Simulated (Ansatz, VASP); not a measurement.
**Two plane-wave programs on B**

```
B
1.0
     3.68433    0.00000    0.00000
     0.00000    3.68433    0.00000
     0.00000    0.00000    3.68433
B
8
Direct
  0.00000 0.00000 0.00000
  0.50000 0.50000 0.50000
  0.25000 0.00000 0.50000
  0.75000 0.00000 0.50000
  0.50000 0.25000 0.00000
  0.50000 0.75000 0.00000
  0.00000 0.50000 0.25000
  0.00000 0.50000 0.75000
```

Alike in both runs: functional RPBE; k mesh 7 × 7 × 7; occupations fermi-dirac, width 0.1 eV; no spin polarisation.

Ansatz relaxed the structure, and its values are those at the end. VASP's run is a single point on that final structure, the one shown.

```csv
,VASP,Ansatz
version,VASP 6.6.1,Ansatz 0.2.0
potentials or method,"VASP PAW PBE potentials, release 64 (B), cutoff 500 eV","plane waves (420 eV) with PAW, scalar-relativistic"
valence electrons in the cell,24,24
```

Ansatz gave:

- pressure (GPa): 0.0

Question: Which values does VASP return?

Answer: Pressure (GPa): -0.2.

VASP's potentials were made for PBE, not for RPBE.
